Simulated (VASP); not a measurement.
Input of a VASP 6.6.1 run:

Contents of INCAR:

```
PREC = Accurate
ENCUT = 600
EDIFF = 1E-6
ISMEAR = -1
SIGMA = 0.05
LREAL = False
LASPH = True
NELM = 100
ALGO = Normal
ISIF = 3
LWAVE = False
LCHARG = False
GGA = PS
IBRION = 2
NSW = 60
EDIFFG = -0.005
PSTRESS = 2700.0
```

File KPOINTS:

```
regular mesh
0
Gamma
  15 15 15
```

POSCAR

```
Ge
1.0
    0.0000000000      2.1138536775      2.1138536775
    2.1138536775      0.0000000000      2.1138536775
    2.1138536775      2.1138536775      0.0000000000
Ge
2
Direct
   -0.1250000000     -0.1250000000     -0.1250000000
    0.1250000000      0.1250000000      0.1250000000
```

Potentials or basis: VASP PAW PBE potentials, release 64 (Ge_d).

Command:

```sh
$ cat potpaw_PBE.64/Ge_d/POTCAR > POTCAR
$ mpirun -np 1 vasp_std > vasp.out
```

(1) Predict the relaxed cell.

(2) What does it give for the band gap on the k mesh?

## Answers

(1) a = 3.135 Å, b = 3.135 Å, c = 3.135 Å, α = 60.00°, β = 60.00°, γ = 60.00°.

(2) zero (bands 14 and 15 overlap by 1.51 eV).

Caveat: the cell is relaxed towards a set pressure, so the run minimises the enthalpy, not the energy.
